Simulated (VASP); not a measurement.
Write the native input for VASP 6.6.1 that does the following.

```
Task                   : single point
Functional             : PBE
Potentials or basis    : VASP PAW PBE potentials, release 64 (Ni, Mo_sv, Pd, Ir, W_sv)
Cutoff                 : 520 eV
k mesh                 : 7 × 7 × 2
Occupations            : fermi-dirac, width 0.05 eV
Spin                   : collinear spin, ferromagnetic start
Starting moments       : [1.0, 1.0, 0.0, 0.6, 0.0] μB
Dipole correction      : no
Further INCAR settings : ALGO = Normal; EDIFF = 1e-07; NBANDS = 40
```

The structure of NiMoIrPdW lies in POSCAR:

```
NiMoIrPdW
1.0
    2.7661600000      0.0000000000      0.0000000000
   -1.3830800000      2.3955700000      0.0000000000
    0.0000000000      0.0000000000     11.0229200000
Ni Mo Pd Ir W
1 1 1 1 1
Direct
    0.3333300000      0.6666700000      0.5971200000
    0.0000000000      0.0000000000      0.4107400000
    0.6666700000      0.3333300000      0.7952000000
    0.6666700000      0.3333300000      0.1996000000
    0.3333300000      0.6666700000      0.9973400000
```

These files were run (other wordings do the same):

INCAR

```
SYSTEM = NiMoIrPdW
PREC = Accurate
ENCUT = 520
EDIFF = 1E-7
ISMEAR = -1
SIGMA = 0.05
LREAL = .False.
LASPH = .True.
NELM = 150
ALGO = Normal
ISIF = 2
LWAVE = .False.
LCHARG = .False.
ISPIN = 2
MAGMOM = 1 1 0 0.6 0
LORBIT = 11
LMAXMIX = 4
GGA = PE
NBANDS = 40
```

KPOINTS

```
Automatic mesh
0
Gamma
  7 7 2
  0 0 0
```

Potentials or basis: VASP PAW PBE potentials, release 64 (Ni, Mo_sv, Pd, Ir, W_sv).

Launch:

```bash
$ cat potpaw_PBE.64/Ni/POTCAR potpaw_PBE.64/Mo_sv/POTCAR potpaw_PBE.64/Pd/POTCAR potpaw_PBE.64/Ir/POTCAR potpaw_PBE.64/W_sv/POTCAR > POTCAR
$ mpirun -np 1 vasp_std > vasp.out
```

It gave:

The pressure is 0.5 GPa and the largest force is 0.217 eV/Å. The net moment is 0.02 μB per cell and the valence electrons inside the program's atomic spheres are Ni 9.17; Mo 12.45; Pd 9.58; Ir 8.38; W 12.07.

Caveat: the k points lie up to 0.37 Å⁻¹ apart.

It took 9.4 min on 1 thread of Oxide Virtual Turin-like Processor, on a shared host, peak memory 0.33 GiB.
